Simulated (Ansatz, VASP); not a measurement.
## SrTl in VASP and in Ansatz

File INCAR:

```
ALGO = Normal
EDIFF = 1E-8
ENCUT = 520
GGA = CA
ISIF = 2
ISMEAR = -1
LASPH = T
LCHARG = F
LEFG = T
LREAL = F
LWAVE = F
NBANDS = 18
NELM = 60
PREC = Accurate
SIGMA = 0.05
```

Contents of KPOINTS:

```
k-points
0
Gamma
  8 8 8
```

The input POSCAR:

```
SrTl
1.0
    4.0320000000      0.0000000000      0.0000000000
    0.0000000000      4.0320000000      0.0000000000
    0.0000000000      0.0000000000      4.0320000000
Sr Tl
1 1
Direct
    0.0000000000      0.0000000000      0.0000000000
    0.5000000000      0.5000000000      0.5000000000
```

Input for Ansatz:

```yaml
crystal:
  lattice:
    - [4.032, 0.0, 0.0]
    - [0.0, 4.032, 0.0]
    - [0.0, 0.0, 4.032]
  atoms:
    - { symbol: Sr, position: [0.0, 0.0, 0.0] }
    - { symbol: Tl, position: [0.5, 0.5, 0.5] }
kpoints:
  mp_grid: { grid: [8, 8, 8] }
  band_path:
    path:
      - [0.0, 0.0, 0.0]
      - [0.0, 0.5, 0.0]
      - [0.5, 0.5, 0.0]
      - [0.0, 0.0, 0.0]
      - [0.5, 0.5, 0.5]
      - [0.0, 0.5, 0.0]
      - [0.5, 0.5, 0.5]
      - [0.5, 0.5, 0.0]
    npoints: 14
scf:
  occupations: { method: fermi_dirac, width: 0.05 }
hamiltonian:
  xc: lda
  pseudopotentials: { kind: paw }
output:
  forces: true
  stress: true
  eigenvalues: true
  efg: { contact_densities: true }
  populations: true
  bader: true
  dos: { projected: true, de: 0.2, e_range: [-14, 8] }
  write_density: true
  write_potential: true
  elf: true
  volumetric_format: npy
```

Alike in both runs: task electric field gradients; functional LDA; k mesh 8 × 8 × 8; occupations fermi-dirac, width 0.05 eV; no spin polarisation.

|  | VASP | Ansatz |
| --- | --- | --- |
| version | VASP 6.6.1 | Ansatz 0.2.0 |
| potentials or method | VASP PAW LDA potentials, release 64 (Sr_sv, Tl_d) | PAW with Ansatz's default frozen-core files, scalar-relativistic |
| plane-wave cutoff (eV) | 520 | 420 |
| valence electrons in the cell | 23 | 23 |

|  | VASP | Ansatz | Ansatz less VASP |
| --- | --- | --- | --- |
| pressure (GPa) | -1.8 | -1.8 | -0.08 |

LDA's correlation is that of Perdew and Zunger in VASP and of Perdew and Wang (1992) in Ansatz.

Spin-orbit coupling is off throughout.
